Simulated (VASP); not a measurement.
Input of a VASP 6.6.1 run:

The input INCAR:

```
SYSTEM = TaN
PREC = Accurate
ENCUT = 520
EDIFF = 1E-6
ISMEAR = 0
SIGMA = 0.15
LREAL = .FALSE.
LASPH = .TRUE.
NELM = 60
ALGO = Normal
ISIF = 2
LWAVE = .FALSE.
LCHARG = .FALSE.
GGA = PE
NBANDS = 15
```

KPOINTS

```
regular mesh
0
G
  20 20 20
  0 0 0
```

File POSCAR:

```
TaN
1.0
   -0.1337534400      2.1723403532      2.1723403532
    2.1723403532     -0.1337534400      2.1723403532
    2.1723403532      2.1723403532     -0.1337534400
Ta N
1 1
Direct
    0.5000000000      0.5000000000      0.5000000000
    0.0000000000      0.0000000000      0.0000000000
```

Potentials or basis: VASP PAW PBE potentials, release 64 (Ta_pv, N).

Command:

```console
$ cat potpaw_PBE.64/Ta_pv/POTCAR potpaw_PBE.64/N/POTCAR > POTCAR
$ mpirun -np 1 vasp_std > vasp.out
```

**Question.** Estimate the pressure.

**Answer.** -10.6 GPa.

**Question.** Predict the band gap on the k mesh.

**Answer.** Zero (bands 8 and 9 overlap by 4.62 eV).

Stress tensor (GPa, compression positive):
```
-10.61   4.07   4.07
  4.07 -10.61   4.07
  4.07   4.07 -10.61
```

Caveat: the cell stands under tension; spin-orbit coupling is left out, which moves the levels of the heavy elements.
